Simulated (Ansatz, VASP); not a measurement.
**ZnCd2Se3 in VASP and in Ansatz**

```xyz
6
Lattice="-2.1330 2.1330 9.0878 2.1330 -2.1330 9.0878 2.1330 2.1330 -9.0878" Properties=species:S:1:pos:R:3 pbc="T T T"
Zn    0.0000    0.0000    9.0878
Cd    0.0000    0.0000   15.2336
Cd    0.0000    0.0000    2.9420
Se    2.1330    0.0000    7.7566
Se    2.1330    0.0000    1.3312
Se    0.0000    2.1330    4.5439
```

Alike in both runs: functional PBE; k mesh 6 × 6 × 6; occupations gaussian, width 0.1 eV; no spin polarisation.

Ansatz relaxed the structure, and its values are those at the end. VASP's run is a single point on that final structure, the one shown.

```csv
,VASP,Ansatz
version,VASP 6.6.1,Ansatz 0.2.0
potentials or method,"VASP PAW PBE potentials, release 64 (Zn, Cd, Se), cutoff 520 eV","scalar-relativistic, plane waves, PAW"
valence electrons in the cell,54,100
```

|  | VASP | Ansatz | Ansatz less VASP |
| --- | --- | --- | --- |
| gap on the k mesh at the Fermi level (eV) | 0.62 | 0.62 | 0.000 |
| least direct gap on the mesh (eV) | 0.62 | 0.62 | 0.000 |
| pressure (GPa) | 0.2 | 0.0 | -0.25 |
| rms of the force components (eV/Å) | 0.003 | 0.008 | +0.0047 |

The functional is the same, so the differences come from potentials, cutoffs and numerics. VASP's potentials hold 54 valence electrons a cell and Ansatz's 100, so a difference there can come from the potentials and not from the codes.
